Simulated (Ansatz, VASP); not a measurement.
## Two plane-wave programs on SiSe2

```xyz
6
Lattice="-2.9213 4.7610 2.9180 2.9213 -4.7610 2.9180 2.9213 4.7610 -2.9180" Properties=species:S:1:pos:R:3 pbc="T T T"
Si    0.0000    0.0000    4.3769
Si    0.0000    0.0000    1.4590
Se    1.3023    1.2013    0.0000
Se    1.6190    3.5597    2.9180
Se    1.3023   -1.2013    2.9180
Se    1.6190    5.9623    0.0000
```

Alike in both runs: functional PBE; dispersion D3(BJ); k mesh 6 × 6 × 6; occupations gaussian, width 0.02 eV; no spin polarisation.

Ansatz relaxed the structure, and its values are those at the end. VASP's run is a single point on that final structure, the one shown.

|  | VASP | Ansatz |
| --- | --- | --- |
| version | VASP 6.6.1 | Ansatz 0.2.0 |
| potentials or method | VASP PAW PBE potentials, release 64 (Si, Se), cutoff 500 eV | scalar-relativistic, plane waves, PAW |
| valence electrons in the cell | 32 | 72 |

VASP gave:

* gap on the k mesh at the Fermi level (eV): 1.52
* least direct gap on the mesh (eV): 1.78
* pressure (GPa): 0.1
* rms of the force components (eV/Å): 0.013

What did Ansatz give for the same quantities?

gap on the k mesh at the Fermi level (eV): 1.51; least direct gap on the mesh (eV): 1.78; pressure (GPa): 0.0; rms of the force components (eV/Å): 0.000.

VASP's potentials hold 32 valence electrons a cell and Ansatz's 72, so a difference there can come from the potentials and not from the codes.
